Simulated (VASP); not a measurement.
# Na (Im-3m) in VASP: notebook

Runs on Na. Level: PBE. Tasks: single point.

Everything below comes from runs of VASP 6.6.1. Logs are shortened: lines on timing, memory, paths and dates and some standing lists are left out, and cuts for length are marked.

## (1) The cell of the first run

Symmetry: Im-3m, No. 229, cubic system. The conventional cell has a = 4.197 Å, b = 4.197 Å, c = 4.197 Å, α = 90.00°, β = 90.00°, γ = 90.00°. Within 4.8 Å of Na (site symmetry m-3m) lie 14 Na at 3.63 to 4.20 Å.

## (2) Single point, PBE

INCAR reads:

```
SYSTEM = Na
PREC = Accurate
ENCUT = 520
EDIFF = 1E-6
ISMEAR = 0
SIGMA = 0.03
LREAL = .False.
LASPH = .True.
NELM = 80
ALGO = Normal
ISIF = 2
LWAVE = .False.
LCHARG = .True.
GGA = PE
LELF = .True.
LVHAR = .True.
NBANDS = 10
```

KPOINTS reads:

```
Automatic mesh
0
Gamma
  11 11 11
  0 0 0
```

POSCAR reads:

```
Na
1.0
   -2.0985562613      2.0985562613      2.0985562613
    2.0985562613     -2.0985562613      2.0985562613
    2.0985562613      2.0985562613     -2.0985562613
Na
1
Direct
    0.0000000000      0.0000000000      0.0000000000
```

Potentials or basis: VASP PAW PBE potentials, release 64 (Na_pv).

Started as:

```bash
$ cat potpaw_PBE.64/Na_pv/POTCAR > POTCAR
$ mpirun -np 1 vasp_std > vasp.out
```

OUTCAR:

```text
SYSTEM = Na
   PREC = Accurate
   ENCUT = 520
   EDIFF = 1E-6
   ISMEAR = 0
   LREAL = .False.
   LASPH = .True.
   NELM = 80
   ISIF = 2
   GGA = PE

 ion  position               nearest neighbor table
   1  0.000  0.000  0.000-

  LATTYP: Found a body centered cubic cell.
 ALAT       =     4.1971125226

  Lattice vectors:

 A1 = (  -2.0985562613,   2.0985562613,   2.0985562613)
 A2 = (   2.0985562613,  -2.0985562613,   2.0985562613)
 A3 = (   2.0985562613,   2.0985562613,  -2.0985562613)

Analysis of symmetry for initial positions (statically):
=====================================================================
 Subroutine PRICEL returns:
 Original cell was already a primitive cell.

 Routine SETGRP: Setting up the symmetry group for a
 body centered cubic supercell.

 Subroutine GETGRP returns: Found 48 space group operations
 (whereof 48 operations were pure point group operations)
 out of a pool of 48 trial point group operations.

The static configuration has the point symmetry O_h .

Analysis of symmetry for dynamics (positions and initial velocities):
=====================================================================
 Subroutine PRICEL returns:
 Original cell was already a primitive cell.

 Routine SETGRP: Setting up the symmetry group for a
 body centered cubic supercell.

 Subroutine GETGRP returns: Found 48 space group operations
 (whereof 48 operations were pure point group operations)
 out of a pool of 48 trial point group operations.

The dynamic configuration has the point symmetry O_h .

 Subroutine INISYM returns: Found 48 space group operations
 (whereof 48 operations are pure point group operations),
 and found     1 'primitive' translations

----------------------------------------------------------------------------------------

                                     Primitive cell

  volume of cell :      36.9676

  direct lattice vectors                    reciprocal lattice vectors
    -2.098556261  2.098556261  2.098556261     0.000000000  0.238259040  0.238259040
     2.098556261 -2.098556261  2.098556261     0.238259040  0.000000000  0.238259040
     2.098556261  2.098556261 -2.098556261     0.238259040  0.238259040  0.000000000

  length of vectors
     3.634806067  3.634806067  3.634806067     0.336949166  0.336949166  0.336949166

[... 75 lines left out ...]
   LASPH  =      T    aspherical Exc in radial PAW
   ENCUT  =  520.0 eV  38.22 Ry    6.18 a.u.   6.76  6.76  6.76*2*pi/ulx,y,z
   NELM   =     80;   NELMIN=  2; NELMDL= -5     # of ELM steps
   EDIFF  = 0.1E-05   stopping-criterion for ELM
   LREAL  =      F    real-space projection
   EDIFFG = 0.1E-04   stopping-criterion for IOM
   NSW    =      0    number of steps for IOM
   IBRION =     -1    ionic relax: 0-MD 1-quasi-New 2-CG
   NFREE  =      0    steps in history (QN), initial steepest desc. (CG)
   ISIF   =      2    stress and relaxation
   ISYM   =      2    0-nonsym 1-usesym 2-fastsym
   POTIM  = 0.5000    time-step for ionic-motion
   TEBEG  =    0.0;   TEEND  =   0.0 temperature during run
   PSTRESS=    0.0 pullay stress
   NELECT =       7.0000    total number of electrons
   NUPDOWN=      -1.0000    fix difference up-down
   EMIN   =  10.00;   EMAX   =-10.00  energy-range for DOS
   EFERMI =   0.00;   METHOD = LEGACY
   ISMEAR =     0;   SIGMA  =   0.03  broadening in eV -4-tet -1-fermi 0-gaus
   EFERMI_NEDOS =   21; number of points for ismear=-14 and -15
   IALGO  =     38    algorithm
   IMIX   =      4    mixing-type and parameters
     AMIX     =   0.40;   BMIX     =  1.00
     AMIX_MAG =   1.60;   BMIX_MAG =  1.00
  volume/ion in A,a.u.               =      36.97       249.47
  Fermi-wavevector in a.u.,A,eV,Ry     =   0.940085  1.776502 12.024270  0.883759
  Thomas-Fermi vector in A             =   2.067461
   LORBIT       =      0    0 simple, 1 ext, 2 COOP (PROOUT), +10 PAW based schemes
   GGA     = PE    functional components
   LHFCALC =     F    Hartree Fock is set to
   AEXX    =    0.0000 exact exchange contribution
   IVDW    =     0    specifies the selected vdW correction
   LEPSILON=     F    determine dielectric tensor
   LRPA    =     F    only Hartree local field effects (RPA)
 non-spin polarized calculation
 Gauss-broadening in eV      SIGMA  =   0.03
  energy-cutoff  :      520.00
  volume of cell :       36.97
 maximum number of plane-waves:      1008
   NGX = 13   NGY = 13   NGZ = 13

 number of electron       7.0000004 magnetization

 Free energy of the ion-electron system (eV)
  ---------------------------------------------------
  ext. energy  EPLUGINS =         0.00000000
  ---------------------------------------------------
  free energy    TOTEN  =        -1.31378166 eV

  energy without entropy =       -1.31335600  energy(sigma->0) =       -1.31356883

 E-fermi :   0.3245     XC(G=0):  -6.5096

 val. band max:        0.3064493219   @ k =  -0.3636   0.4545   0.0909
 cond. band min:       0.4425645872   @ k =   0.1818   0.1818   0.1818
 fundamental gap:      0.1361152653
 Fermi energy:         0.3244611599

 k-point     1 :       0.0000    0.0000    0.0000
  band No.  band energies     occupation
      1     -24.5623      2.00000
      2     -24.5623      2.00000
      3     -24.5623      2.00000
      4      -2.9470      2.00000
      5      12.0874      0.00000
      6      12.0875      0.00000
      7      12.0875      0.00000
      8      13.0897      0.00000
      9      13.0897      0.00000
     10      13.6475      0.00000
[... 287 lines left out ...]
 k-point    24 :       0.3636    0.1818    0.0909
  band No.  band energies     occupation
      1     -24.5916      2.00000
      2     -24.5784      2.00000
      3     -24.5678      2.00000
      4       1.7084      0.00000
      5       2.1963      0.00000
      6       4.9416      0.00000
      7       6.7852      0.00000
      8      13.6747      0.00000
      9      15.0521      0.00000
     10      16.1758      0.00000

 [... further k-points ...]
[... 5 lines left out ...]
  --------------------------------------------------------------------------------------
  -------------------------------------------------------------------------------------
  Total       -0.0087027     -0.0087027     -0.0087027      0.0000000      0.0000000      0.0000000
  in kB       -0.3771733     -0.3771733     -0.3771733      0.0000000      0.0000000      0.0000000
  external PRESSURE =      -0.3771733 kB  Pullay stress =       0.0000000 kB

 VOLUME and BASIS-vectors are now :
 -----------------------------------------------------------------------------
  energy-cutoff  :      520.00
  volume of cell :       36.97
      direct lattice vectors                 reciprocal lattice vectors
    -2.098556261  2.098556261  2.098556261     0.000000000  0.238259040  0.238259040
     2.098556261 -2.098556261  2.098556261     0.238259040  0.000000000  0.238259040
     2.098556261  2.098556261 -2.098556261     0.238259040  0.238259040  0.000000000

 POSITION                                       TOTAL-FORCE (eV/Angst)
 -----------------------------------------------------------------------------------
      0.00000      0.00000      0.00000        -0.000000      0.000000     -0.000000
 -----------------------------------------------------------------------------------
    total drift:                                0.000000     -0.000000      0.000000

  FREE ENERGIE OF THE ION-ELECTRON SYSTEM (eV)
  ---------------------------------------------------
  free  energy   TOTEN  =        -1.3137816596 eV

  energy  without entropy=       -1.3133560046  energy(sigma->0) =       -1.31356883
```

Run time: 23 s. Hardware: 1 thread of AMD EPYC 7R13, shared host; peak memory 0.13 GiB.

Results:

```
Free energy : -1.3138 eV
Pressure    : 0.0 GPa
```

## (3) Single point, PBE

INCAR reads:

```
SYSTEM = Na
PREC = Accurate ; ENCUT = 520
EDIFF = 1E-7 ; ISMEAR = 0
SIGMA = 0.1 ; LREAL = .False.
LASPH = .True. ; NELM = 60
ALGO = Normal ; ISIF = 2
LWAVE = .False. ; LCHARG = .False.
GGA = PE ; NBANDS = 10
```

KPOINTS is that of step 2.

POSCAR is that of step 2.

Potentials or basis: VASP PAW PBE potentials, release 64 (Na_pv).

Started as:

```bash
$ cat potpaw_PBE.64/Na_pv/POTCAR > POTCAR
$ mpirun -np 1 vasp_std > vasp.out
```

It took 26 s on 1 thread of AMD EPYC 7R13, shared host; peak memory 0.13 GiB.

Results (log left out):

```
Free energy : -1.3148 eV
Pressure    : 0.0 GPa
```

Levels at points of the mesh, in eV from the Fermi level:
```csv
k point,band 1,band 2,band 3,band 4,band 5,band 6
"(0.00, 0.00, 0.00)",-24.92,-24.92,-24.92,-3.31,11.73,11.73
```
